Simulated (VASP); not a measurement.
# Sc2GeTe5 (Cmmm) in VASP: notebook

The runs below take Sc2GeTe5 through single point, relaxation of cell and atoms, with PBE.

Program: VASP 6.6.1. These are calculated values, not measurements. Logs are shortened: lines on timing, memory, paths and dates and some standing lists are left out, and cuts for length are marked.

## 1. The cell of the first run

It takes space group Cmmm (No. 65, orthorhombic). The conventional cell has a = 6.048 Å, b = 9.165 Å, c = 9.617 Å, α = 90.00°, β = 90.00°, γ = 90.00°. Sc (site symmetry m2m) has 5 Te at 2.83 to 3.50 Å and 3 Sc at 3.21 to 3.51 Å within 3.7 Å. Ge (site symmetry mmm) has 4 Te at 2.94 Å within 3.9 Å. Te (site symmetry m) has 1 Sc at 2.89 Å and 1 Ge at 2.94 Å and 4 Te at 3.03 to 3.91 Å within 4.0 Å. Within 3.8 Å of Te (site symmetry mmm) lie 6 Sc at 2.83 to 3.50 Å and 4 Te at 3.72 Å.

The cell was built from a structure type or drawn by symmetry, and may not be a known phase.

## 2. Single point, PBE

Input file INCAR:

```
  PREC = Accurate
  ENCUT = 520
  EDIFF = 1E-6
  ISMEAR = 0
  SIGMA = 0.2
  LREAL = F
  LASPH = T
  NELM = 100
  ALGO = Normal
  ISIF = 2
  LWAVE = F
  LCHARG = F
  GGA = PE
  NBANDS = 43
```

Input file KPOINTS:

```
Automatic mesh
0
Gamma
  4 4 2
```

Input file POSCAR:

```
Sc2GeTe5
1.0
    3.0237654593     -4.5826011037      0.0000000000
    3.0237654593      4.5826011037      0.0000000000
    0.0000000000      0.0000000000      9.6166120802
Sc Ge Te
2 1 5
Direct
    0.8086433609      0.1913566391      0.5000000000
    0.1913566391      0.8086433609      0.5000000000
    0.0000000000      0.0000000000      0.0000000000
    0.2397793451      0.7602206549      0.2033394572
    0.7602206549      0.2397793451      0.2033394572
    0.2397793451      0.7602206549      0.7966605428
    0.7602206549      0.2397793451      0.7966605428
    0.5000000000      0.5000000000      0.5000000000
```

Potentials or basis: VASP PAW PBE potentials, release 64 (Sc_sv, Ge_d, Te).

Run with:

```sh
> cat potpaw_PBE.64/Sc_sv/POTCAR potpaw_PBE.64/Ge_d/POTCAR potpaw_PBE.64/Te/POTCAR > POTCAR
> mpirun -np 1 vasp_std > vasp.out
```

OUTCAR:

```text
PREC = Accurate
   ENCUT = 520
   EDIFF = 1E-6
   ISMEAR = 0
   LREAL = F
   LASPH = T
   NELM = 100
   ISIF = 2
   GGA = PE

 ion  position               nearest neighbor table
   1  0.809  0.191  0.500-   8 2.83   7 2.89   5 2.89   2 3.21   2 3.21   8 3.50   8 3.50
   2  0.191  0.809  0.500-   8 2.83   6 2.89   4 2.89   1 3.21   1 3.21   8 3.50   8 3.50
   3  0.000  0.000  0.000-   4 2.94   5 2.94   6 2.94   7 2.94
   4  0.240  0.760  0.203-   2 2.89   3 2.94   5 3.03   5 3.03
   5  0.760  0.240  0.203-   1 2.89   3 2.94   4 3.03   4 3.03
   6  0.240  0.760  0.797-   2 2.89   3 2.94   7 3.03   7 3.03
   7  0.760  0.240  0.797-   1 2.89   3 2.94   6 3.03   6 3.03
   8  0.500  0.500  0.500-   1 2.83   2 2.83   2 3.50   1 3.50   2 3.50   1 3.50

  LATTYP: Found a base centered orthorhombic cell.
 ALAT       =     6.0475309186
 B/A-ratio  =     1.5155279619
 C/A-ratio  =     1.5901716270

  Lattice vectors:

 A1 = (   3.0237654593,  -4.5826011037,   0.0000000000)
 A2 = (   3.0237654593,   4.5826011037,   0.0000000000)
 A3 = (   0.0000000000,   0.0000000000,   9.6166120802)

Analysis of symmetry for initial positions (statically):
=====================================================================
 Subroutine PRICEL returns:
 Original cell was already a primitive cell.

 Routine SETGRP: Setting up the symmetry group for a
 base centered orthorhombic supercell.

 Subroutine GETGRP returns: Found  8 space group operations
 (whereof  8 operations were pure point group operations)
 out of a pool of  8 trial point group operations.

The static configuration has the point symmetry D_2h.

Analysis of symmetry for dynamics (positions and initial velocities):
=====================================================================
 Subroutine PRICEL returns:
 Original cell was already a primitive cell.

 Routine SETGRP: Setting up the symmetry group for a
 base centered orthorhombic supercell.

 Subroutine GETGRP returns: Found  8 space group operations
 (whereof  8 operations were pure point group operations)
 out of a pool of  8 trial point group operations.

The dynamic configuration has the point symmetry D_2h.

 Subroutine INISYM returns: Found  8 space group operations
 (whereof  8 operations are pure point group operations),
 and found     1 'primitive' translations

----------------------------------------------------------------------------------------
[... 99 lines left out ...]
   NFREE  =      0    steps in history (QN), initial steepest desc. (CG)
   ISIF   =      2    stress and relaxation
   ISYM   =      2    0-nonsym 1-usesym 2-fastsym
   POTIM  = 0.5000    time-step for ionic-motion
   TEBEG  =    0.0;   TEEND  =   0.0 temperature during run
   PSTRESS=    0.0 pullay stress
   NELECT =      66.0000    total number of electrons
   NUPDOWN=      -1.0000    fix difference up-down
   EMIN   =  10.00;   EMAX   =-10.00  energy-range for DOS
   EFERMI =   0.00;   METHOD = LEGACY
   ISMEAR =     0;   SIGMA  =   0.20  broadening in eV -4-tet -1-fermi 0-gaus
   EFERMI_NEDOS =   21; number of points for ismear=-14 and -15
   IALGO  =     38    algorithm
   IMIX   =      4    mixing-type and parameters
     AMIX     =   0.40;   BMIX     =  1.00
     AMIX_MAG =   1.60;   BMIX_MAG =  1.00
  volume/ion in A,a.u.               =      33.31       224.81
  Fermi-wavevector in a.u.,A,eV,Ry     =   1.028061  1.942753 14.380115  1.056909
  Thomas-Fermi vector in A             =   2.162038
   LORBIT       =      0    0 simple, 1 ext, 2 COOP (PROOUT), +10 PAW based schemes
   GGA     = PE    functional components
   LHFCALC =     F    Hartree Fock is set to
   AEXX    =    0.0000 exact exchange contribution
   IVDW    =     0    specifies the selected vdW correction
   LEPSILON=     F    determine dielectric tensor
   LRPA    =     F    only Hartree local field effects (RPA)
 non-spin polarized calculation
 Gauss-broadening in eV      SIGMA  =   0.20
  energy-cutoff  :      520.00
  volume of cell :      266.51
 maximum number of plane-waves:      7212
 NGX is ok and might be reduce to    42
   NGX = 21   NGY = 21   NGZ = 35

 number of electron      66.0000011 magnetization

 Free energy of the ion-electron system (eV)
  ---------------------------------------------------
  ext. energy  EPLUGINS =         0.00000000
  ---------------------------------------------------
  free energy    TOTEN  =       -33.98974953 eV

  energy without entropy =      -33.85714884  energy(sigma->0) =      -33.92344919

 E-fermi :   4.4062     XC(G=0):  -8.7884

 val. band max:        4.3946004612   @ k =   0.5000   0.0000   0.5000
 cond. band min:       4.4259263859   @ k =  -0.2500   0.2500   0.5000
 fundamental gap:      0.0313259247
 Fermi energy:         4.4062493944

 k-point     1 :       0.0000    0.0000    0.0000
  band No.  band energies     occupation
      1     -45.7444      2.00000
      2     -45.7164      2.00000
      3     -24.5069      2.00000
      4     -24.4471      2.00000
      5     -24.3956      2.00000
      6     -24.3206      2.00000
[... 633 lines left out ...]
     42       6.8499      0.00000
     43       7.6022      0.00000

------------------------ aborting loop because EDIFF is reached ----------------------------------------

  FORCE on cell =-STRESS in cart. coord.  units (eV):
  Direction    XX          YY          ZZ          XY          YZ          ZX
  --------------------------------------------------------------------------------------
  -------------------------------------------------------------------------------------
  Total        0.5346063     -0.0328399     -0.1352562     -0.0000000      0.0000000      0.0000000
  in kB        3.2139006     -0.1974241     -0.8131217     -0.0000000      0.0000000      0.0000000
  external PRESSURE =       0.7344516 kB  Pullay stress =       0.0000000 kB

 VOLUME and BASIS-vectors are now :
 -----------------------------------------------------------------------------
  energy-cutoff  :      520.00
  volume of cell :      266.51
      direct lattice vectors                 reciprocal lattice vectors
     3.023765459 -4.582601104  0.000000000     0.165356740 -0.109108340  0.000000000
     3.023765459  4.582601104  0.000000000     0.165356740  0.109108340  0.000000000
     0.000000000  0.000000000  9.616612080     0.000000000  0.000000000  0.103986725

 POSITION                                       TOTAL-FORCE (eV/Angst)
 -----------------------------------------------------------------------------------
      3.02377     -2.82878      4.80831        -0.000000      0.012470     -0.000000
      3.02377      2.82878      4.80831        -0.000000     -0.012470     -0.000000
      0.00000      0.00000      0.00000         0.000000      0.000000     -0.000000
      3.02377      2.38497      1.95544        -0.000000      0.006600      0.044074
      3.02377     -2.38497      1.95544        -0.000000     -0.006600      0.044074
      3.02377      2.38497      7.66118        -0.000000      0.006600     -0.044074
      3.02377     -2.38497      7.66118        -0.000000     -0.006600     -0.044074
      3.02377      0.00000      4.80831        -0.000000      0.000000     -0.000000
 -----------------------------------------------------------------------------------
    total drift:                                0.000000     -0.000000      0.000000

  FREE ENERGIE OF THE ION-ELECTRON SYSTEM (eV)
  ---------------------------------------------------
  free  energy   TOTEN  =       -33.9897495298 eV

  energy  without entropy=      -33.8571488431  energy(sigma->0) =      -33.92344919
```

OSZICAR:

```text
N       E                     dE             d eps       ncg     rms          rms(c)
DAV:   1     0.788989566579E+03    0.78899E+03   -0.26861E+04  1411   0.177E+03
DAV:   2     0.798580941547E+02   -0.70913E+03   -0.69264E+03  1220   0.604E+02
DAV:   3    -0.282384512390E+02   -0.10810E+03   -0.10208E+03  1830   0.183E+02
DAV:   4    -0.366904149011E+02   -0.84520E+01   -0.82737E+01  1816   0.517E+01
DAV:   5    -0.370868091158E+02   -0.39639E+00   -0.39475E+00  2088   0.119E+01    0.143E+01
DAV:   6    -0.358861906780E+02    0.12006E+01   -0.31111E+01  1920   0.224E+01    0.112E+01
DAV:   7    -0.342877835775E+02    0.15984E+01   -0.12023E+01  1981   0.211E+01    0.611E+00
DAV:   8    -0.339977723171E+02    0.29001E+00   -0.15778E+00  1880   0.691E+00    0.249E+00
DAV:   9    -0.340016677456E+02   -0.38954E-02   -0.92718E-02  1736   0.155E+00    0.125E+00
DAV:  10    -0.339903467873E+02    0.11321E-01   -0.74757E-02  1880   0.183E+00    0.757E-01
DAV:  11    -0.339903169784E+02    0.29809E-04   -0.11916E-02  1882   0.716E-01    0.530E-01
DAV:  12    -0.339897275995E+02    0.58938E-03   -0.24776E-03  1872   0.346E-01    0.221E-01
DAV:  13    -0.339897574843E+02   -0.29885E-04   -0.19236E-04  1693   0.740E-02    0.785E-02
DAV:  14    -0.339897477660E+02    0.97184E-05   -0.48036E-05  1664   0.343E-02    0.381E-02
DAV:  15    -0.339897488184E+02   -0.10525E-05   -0.32818E-05  1781   0.348E-02    0.961E-03
DAV:  16    -0.339897495298E+02   -0.71142E-06   -0.95770E-06  1680   0.198E-02
   1 F= -.33989750E+02 E0= -.33923449E+02  d E =-.132601E+00
```

stdout:

```text
POSCAR found type information on POSCAR ScGeTe
 POSCAR found :  3 types and       8 ions
 scaLAPACK will be used
 LDA part: xc-table for (Slater+PW92), standard interpolation
 POSCAR, INCAR and KPOINTS ok, starting setup
 FFT: planning ... GRIDC
 FFT: planning ... GRID_SOFT
 FFT: planning ... GRID
 WAVECAR not read
 entering main loop
```

Run time: 2.2 min. Hardware: 1 thread of Intel Xeon 6975P-C (Granite Rapids), shared host; peak memory 0.43 GiB.

Results:

* Free energy: -33.9897 eV
* Pressure: 0.1 GPa
* Largest force: 0.045 eV/Å
* Band gap on the k mesh: zero (bands 33 and 34 overlap by 0.81 eV)

Forces in eV/Å, atoms in the order of the input:
```
Sc   0.000  0.012  0.000
Sc   0.000 -0.012  0.000
Ge   0.000  0.000  0.000
Te   0.000  0.007  0.044
Te   0.000 -0.007  0.044
Te   0.000  0.007 -0.044
Te   0.000 -0.007 -0.044
Te   0.000  0.000  0.000
```

Caveat: spin-orbit coupling is left out, which moves the levels of the heavy elements.

## 3. Relaxation of cell and atoms, PBE

This run uses another cell than the first one, of 28.84 Å³/atom.

Input file INCAR:

```
SYSTEM = Sc2GeTe5
PREC = Accurate ; ENCUT = 600
EDIFF = 1E-6 ; ISMEAR = 0
SIGMA = 0.2 ; LREAL = .FALSE.
LASPH = .TRUE. ; NELM = 80
ALGO = Normal ; ISIF = 3
LWAVE = .FALSE. ; LCHARG = .FALSE.
GGA = PE ; IBRION = 2
NSW = 36 ; EDIFFG = -0.08
```

Input file KPOINTS:

```
regular mesh
0
G
  4 4 2
  0 0 0
```

Input file POSCAR:

```
Sc2GeTe5
1.0
    2.4670263400     -4.1945965700      0.0000000000
    2.4670263400      4.1945965700      0.0000000000
    0.0000000000      0.0000000000     11.1488534800
Sc Ge Te
2 1 5
Direct
    0.7568356300      0.2431643700      0.5000000000
    0.2431643700      0.7568356300      0.5000000000
    0.0000000000      0.0000000000      0.0000000000
    0.1751290500      0.8248709500      0.2422735300
    0.8248709500      0.1751290500      0.2422735300
    0.1751290500      0.8248709500      0.7577264700
    0.8248709500      0.1751290500      0.7577264700
    0.5000000000      0.5000000000      0.5000000000
```

Potentials or basis: VASP PAW PBE potentials, release 64 (Sc_sv, Ge_d, Te).

Run with:

```sh
> cat potpaw_PBE.64/Sc_sv/POTCAR potpaw_PBE.64/Ge_d/POTCAR potpaw_PBE.64/Te/POTCAR > POTCAR
> mpirun -np 1 vasp_std > vasp.out
```

Run time: 52 min. Hardware: 1 thread of Intel Xeon 6975P-C (Granite Rapids), shared host; peak memory 0.53 GiB.

It converged, with:

* Free energy: -33.9808 eV
* Relaxed volume: 33.26 Å³/atom
* Relaxed cell: a = 5.461 Å, b = 5.461 Å, c = 9.657 Å, α = 90.00°, β = 90.00°, γ = 112.53°
* Space group after relaxing (to 0.1 Å): Cmmm (No. 65)
* Energy gained by relaxing: 1102.9 meV/atom
* Ionic steps: 36
* Pressure after relaxing: -0.1 GPa
* Largest force after relaxing: 0.039 eV/Å
* Band gap on the k mesh: zero (bands 33 and 34 overlap by 0.83 eV)

Forces in eV/Å, atoms in the order of the input:
```
Sc   0.000  0.031  0.000
Sc   0.000 -0.031  0.000
Ge   0.000  0.000  0.000
Te   0.000  0.009  0.038
Te   0.000 -0.009  0.038
Te   0.000  0.009 -0.038
Te   0.000 -0.009 -0.038
Te   0.000  0.000  0.000
```

Stress tensor (GPa, compression positive):
```
-0.11  0.00  0.00
 0.00  0.27  0.00
 0.00  0.00 -0.32
```

The path:
| step | energy change (eV) | largest force (eV/Å) | pressure (GPa) | volume (Å³) |
| --- | --- | --- | --- | --- |
| 1 | 0.0000 | 12.4660 | 20.88 | 230.74 |
| 2 | -6.2711 | 0.5930 | -4.29 | 369.25 |
| 3 | -7.5473 | 0.7800 | -0.64 | 294.85 |
| 4 | -7.5464 | 0.7824 | -0.50 | 293.51 |
| 5 | -7.7943 | 0.8385 | -0.17 | 289.79 |
| 6 | -8.0414 | 1.1200 | 1.66 | 277.40 |
| 7 | -8.1576 | 0.9351 | 1.16 | 278.97 |
| 8 | -8.3310 | 0.5729 | -0.18 | 283.53 |
| 9 | -8.3379 | 0.5519 | -0.41 | 284.44 |
| 10 | -8.4071 | 0.4817 | -0.42 | 283.09 |
| 11 | -8.5369 | 0.1942 | -0.21 | 278.92 |
| 12 | -8.5462 | 0.0880 | -0.02 | 277.08 |
| 13 | -8.5469 | 0.0779 | -0.07 | 277.48 |
| 14 | -8.5568 | 0.0879 | 0.06 | 276.76 |
| 15 | -8.5642 | 0.1388 | 0.26 | 275.59 |
| 16 | -8.5732 | 0.1201 | 0.00 | 277.36 |
| 17 | -8.5777 | 0.1150 | -0.33 | 279.65 |
| 18 | -8.5847 | 0.1213 | -0.28 | 278.81 |
| 19 | -8.6006 | 0.1715 | -0.10 | 276.26 |
| 20 | -8.6087 | 0.3119 | 0.27 | 271.05 |
| 21 | -8.6104 | 0.2681 | 0.16 | 272.69 |
| 22 | -8.6183 | 0.2774 | 0.11 | 272.37 |
| 23 | -8.6384 | 0.3219 | 0.00 | 271.41 |
| 24 | -8.6542 | 0.4475 | -0.28 | 269.43 |
| 25 | -8.6723 | 0.4363 | -0.21 | 267.79 |
| 26 | -8.6963 | 0.3980 | -0.02 | 262.84 |
| 27 | -8.7325 | 0.3260 | 0.05 | 262.05 |
| 28 | -8.7722 | 0.1992 | 0.34 | 259.80 |
| 29 | -8.7980 | 0.1887 | 0.06 | 261.65 |
| 30 | -8.8001 | 0.1829 | -0.02 | 262.33 |
| 31 | -8.8051 | 0.1551 | 0.06 | 262.22 |
| 32 | -8.8135 | 0.0898 | 0.25 | 261.94 |
| 33 | -8.8109 | 0.0808 | 0.68 | 261.38 |
| 34 | -8.8158 | 0.0340 | 0.40 | 261.73 |
| 35 | -8.8190 | 0.0313 | 0.28 | 262.83 |
| 36 | -8.8231 | 0.0393 | -0.06 | 266.08 |

Final structure:
```cif
data_structure
_symmetry_space_group_name_H-M 'P 1'
_symmetry_Int_Tables_number 1
_cell_length_a 5.4615
_cell_length_b 5.4615
_cell_length_c 9.6574
_cell_angle_alpha 90.000
_cell_angle_beta 90.000
_cell_angle_gamma 112.528
_cell_volume 266.08
loop_
_atom_site_label
_atom_site_type_symbol
_atom_site_fract_x
_atom_site_fract_y
_atom_site_fract_z
_atom_site_occupancy
Sc1 Sc 0.81095 0.18905 0.50000 1
Sc2 Sc 0.18905 0.81095 0.50000 1
Ge1 Ge 0.00000 0.00000 0.00000 1
Te1 Te 0.24030 0.75970 0.20427 1
Te2 Te 0.75970 0.24030 0.20427 1
Te3 Te 0.24030 0.75970 0.79573 1
Te4 Te 0.75970 0.24030 0.79573 1
Te5 Te 0.50000 0.50000 0.50000 1
```

Levels at points of the mesh, in eV from the Fermi level:
| k point | band 29 | band 30 | band 31 | band 32 | band 33 | band 34 | band 35 | band 36 | band 37 | band 38 |
| --- | --- | --- | --- | --- | --- | --- | --- | --- | --- | --- |
| (0.00, 0.00, 0.00) | -1.67 | -0.98 | -0.43 | -0.36 | -0.28 | -0.03 | 0.55 | 0.60 | 0.63 | 0.97 |
| (0.50, 0.00, 0.00) | -1.26 | -1.07 | -1.02 | -0.98 | -0.35 | -0.20 | 0.11 | 0.60 | 0.70 | 0.75 |
| (0.50, 0.50, 0.00) | -0.83 | -0.73 | -0.66 | -0.32 | 0.08 | 0.37 | 0.42 | 0.42 | 0.90 | 0.95 |
| (0.00, 0.00, 0.50) | -1.50 | -1.43 | -0.92 | -0.27 | -0.07 | 0.20 | 0.39 | 0.50 | 0.69 | 1.14 |
| (0.50, 0.00, 0.50) | -1.55 | -1.39 | -1.05 | -0.98 | -0.96 | -0.65 | -0.04 | 0.44 | 0.97 | 1.48 |
| (0.50, 0.50, 0.50) | -1.79 | -0.48 | -0.23 | -0.17 | 0.17 | 0.48 | 0.62 | 0.76 | 0.90 | 1.15 |

Caveat: the k points lie up to 0.33 Å⁻¹ apart in the final cell, too coarse for converged energies and pressures of a metal; the volume moved by over 15 % at a fixed basis, so the end points are rough; spin-orbit coupling is left out, which moves the levels of the heavy elements; the relaxation stopped at a loose force limit of 0.08 eV/Å, so its end isn't a converged minimum.
